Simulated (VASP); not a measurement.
# HgS: single point with PBE

Slab: HgS, a slab with vacuum.

```xyz
10
Lattice="4.2366 0.0000 0.0000 0.0000 5.9915 0.0000 0.0000 0.0000 23.4732" Properties=species:S:1:pos:R:3 pbc="T T T"
Hg    2.1183    2.9957    7.5000
Hg    0.0000    0.0000    9.6183
Hg    2.1183    2.9957   11.7366
Hg    0.0000    0.0000   13.8549
Hg    2.1183    2.9957   15.9732
S     0.0000    1.4979    7.5000
S     2.1183    4.4936    9.6183
S     0.0000    1.4979   11.7366
S     2.1183    4.4936   13.8549
S     0.0000    1.4979   15.9732
```

```
Program                : VASP 6.6.1
Task                   : single point
Functional             : PBE
Potentials or basis    : VASP PAW PBE potentials, release 64 (Hg, S)
Cutoff                 : 400 eV
k mesh                 : 8 × 6 × 1
Occupations            : gaussian, width 0.1 eV
Spin                   : no spin polarisation
Dipole correction      : no
Further INCAR settings : ALGO = Normal; EDIFF = 1e-06; NBANDS = 56; NELMDL = -8
```

- Largest force: 1.275 eV/Å
- Band gap on the k mesh: 0.25 eV, direct

Forces on the atoms (eV/Å):
```
Hg   0.000 -1.041  0.736
Hg   0.000  0.189 -0.128
Hg   0.000 -0.197  0.000
Hg   0.000  0.189  0.128
Hg   0.000 -1.041 -0.736
S    0.000  0.558 -0.600
S    0.000  0.339 -0.150
S    0.000  0.107  0.000
S    0.000  0.339  0.150
S    0.000  0.558  0.600
```

Levels at points of the mesh, in eV from the valence-band top:
```csv
k point,band 43,band 44,band 45,band 46,band 47,band 48
"(0.00, 0.00, 0.00)",-0.23,-0.18,0.00,0.25,1.10,2.08
"(0.50, 0.00, 0.00)",-1.37,-0.78,-0.48,1.75,1.96,3.07
"(0.00, 0.50, 0.00)",-0.55,-0.53,-0.51,1.25,1.31,2.03
"(0.50, 0.50, 0.00)",-1.06,-0.78,-0.45,1.10,1.68,2.40
```

Wall time 9 min on 1 thread of Intel(R) Xeon(R) Platinum 8375C CPU @ 2.90GHz (Ice Lake), on a shared host, peak memory 0.6 GiB.

Caveat: spin-orbit coupling is left out, which moves the levels of the heavy elements.
